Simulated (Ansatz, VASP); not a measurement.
Given: the input of a run of VASP 6.6.1 on AlN.

File POSCAR:

```
AlN
1.0
    0.0000000000      2.1984575146      2.1984575146
    2.1984575146      0.0000000000      2.1984575146
    2.1984575146      2.1984575146      0.0000000000
Al N
1 1
Direct
    0.0000000000      0.0000000000      0.0000000000
    0.2500000000      0.2500000000      0.2500000000
```

INCAR.step1

```
PREC = Accurate ; ENCUT = 520
EDIFF = 1E-5 ; ISMEAR = -1
SIGMA = 0.05 ; LREAL = False
LASPH = True ; NELM = 60
ALGO = Normal ; ISIF = 2
LWAVE = True ; GGA = PE
NBANDS = 11
```

File INCAR.step2:

```
PREC = Accurate ; ENCUT = 520
EDIFF = 1E-6 ; ISMEAR = -1
SIGMA = 0.05 ; LREAL = False
LASPH = True ; NELM = 60
ALGO = Normal ; ISIF = 2
LWAVE = False ; LCHARG = True
GGA = B3 ; LHFCALC = True
AEXX = 0.2 ; AGGAX = 0.72
AGGAC = 0.81 ; ALDAC = 0.19
PRECFOCK = Normal ; LELF = True
LVHAR = True ; ISTART = 1
NBANDS = 11
```

Contents of KPOINTS:

```
Automatic mesh
0
Gamma
  5 5 5
```

Potentials or basis: VASP PAW PBE potentials, release 64 (Al, N).

Command:

```sh
$ cat potpaw_PBE.64/Al/POTCAR potpaw_PBE.64/N/POTCAR > POTCAR
$ cp INCAR.step1 INCAR
$ mpirun -np 1 vasp_std > vasp.out
$ cp INCAR.step2 INCAR
$ mpirun -np 1 vasp_std > vasp.out
```

Problem. Set up the same calculation for Ansatz 0.2.0. Potentials there: Ansatz PAW.

Solution. As run (the cutoff follows the program's own potentials):

File input.yaml:

```yaml
crystal:
  lattice:
    - [0.0, 2.1984575146, 2.1984575146]
    - [2.1984575146, 0.0, 2.1984575146]
    - [2.1984575146, 2.1984575146, 0.0]
  atoms:
    - { symbol: Al, position: [0.0, 0.0, 0.0] }
    - { symbol: "N", position: [0.25, 0.25, 0.25] }
hamiltonian:
  xc: b3lyp
  pseudopotentials: { kind: paw }
kpoints:
  mp_grid: { grid: [5, 5, 5] }
scf:
  occupations: { method: fermi_dirac, width: 0.05 }
output:
  forces: true
  stress: true
  eigenvalues: true
```

Potentials or basis: Ansatz PAW.

Command:

```console
$ ansatz run input.yaml --threads 2 --pin off --max-ram 5632MiB --backend cpu --events-out ev --progress --plain --runs-dir out
```

Both were run:

|  | VASP | Ansatz | Ansatz less VASP |
| --- | --- | --- | --- |
| gap on the k mesh at the Fermi level (eV) | 5.83 | 5.82 | -0.007 |
| least direct gap on the mesh (eV) | 6.00 | 5.99 | -0.004 |
| pressure (GPa) | -1.0 | -1.6 | -0.58 |

VASP's potentials were made for PBE, not for B3LYP.

The k mesh is coarse, so the values compare programs but aren't converged. Noted on Ansatz's run: odd divisions of the mesh miss points on the zone boundary, where band edges often lie, so the gap on the mesh can be too wide.
